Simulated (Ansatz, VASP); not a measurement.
Zn: VASP beside Ansatz

Contents of INCAR:

```
SYSTEM = Zn
  ALGO = Fast
  EDIFF = 1E-6
  ENCUT = 520
  GGA = PE
  ISIF = 2
  ISMEAR = -1
  LASPH = .True.
  LCHARG = .False.
  LNONCOLLINEAR = .True.
  LORBIT = 11
  LREAL = .False.
  LWAVE = .False.
  MAGMOM = 0 0 0
  NBANDS = 23
  NELM = 150
  PREC = Accurate
  SIGMA = 0.1
```

File KPOINTS:

```
k-points
0
Gamma
  8 8 7
  0 0 0
```

POSCAR

```
Zn
1.0
   -1.5428930000      1.5748120000      1.5674350000
    1.5452130000     -1.5641350000      1.5590790000
    1.5735070000      1.5947490000     -1.5567590000
Zn
1
Direct
    0.0000000000      0.0000000000      0.0000000000
```

input.yaml

```yaml
crystal:
  lattice:
    - [-1.542893, 1.574812, 1.567435]
    - [1.545213, -1.564135, 1.559079]
    - [1.573507, 1.594749, -1.556759]
  atoms:
    - { symbol: Zn, position: [0.0, 0.0, 0.0] }
hamiltonian:
  xc: pbe
  pseudopotentials: { kind: nc }
magnetization:
  noncollinear: true
  spin_orbit: false
kpoints:
  mp_grid: { grid: [8, 8, 7] }
scf:
  occupations: { method: fermi_dirac, width: 0.1 }
  n_extra_bands: 6
output:
  forces: true
  stress: true
  eigenvalues: true
  dos: { projected: false, de: 0.05, nscf_kmesh: { grid: [12, 12, 11] } }
  write_density: true
  write_potential: true
  elf: true
  volumetric_format: npy
```

Change from the starting cell: cell strained at random at fixed volume.

Alike in both runs: functional PBE; k mesh 8 × 8 × 7; occupations fermi-dirac, width 0.1 eV; non-collinear spin.

|  | VASP | Ansatz |
| --- | --- | --- |
| version | VASP 6.6.1 | Ansatz 0.2.0 |
| potentials or method | VASP PAW PBE potentials, release 64 (Zn) | Ansatz NC |
| plane-wave cutoff (eV) | 520 | 1143 |
| valence electrons in the cell | 12 | 20 |
| task | single point | density of states |

Ansatz gave:

```
gap on the k mesh at the Fermi level (eV)                     : none
pressure (GPa)                                                : -0.4
traceless stress, the component that is largest in VASP (GPa) : 2.40
```

Task: Which values does VASP return?

Result: gap on the k mesh at the Fermi level (eV): none; pressure (GPa): -0.1; traceless stress, the component that is largest in VASP (GPa): 2.41.

A gap of «none» marks a metal or a gap that the smearing closes. The functional is the same, so the differences come from potentials, cutoffs and numerics. VASP's potentials hold 12 valence electrons a cell and Ansatz's 20, so a difference there can come from the potentials and not from the codes.

The k mesh is coarse, so the values compare programs but aren't converged.
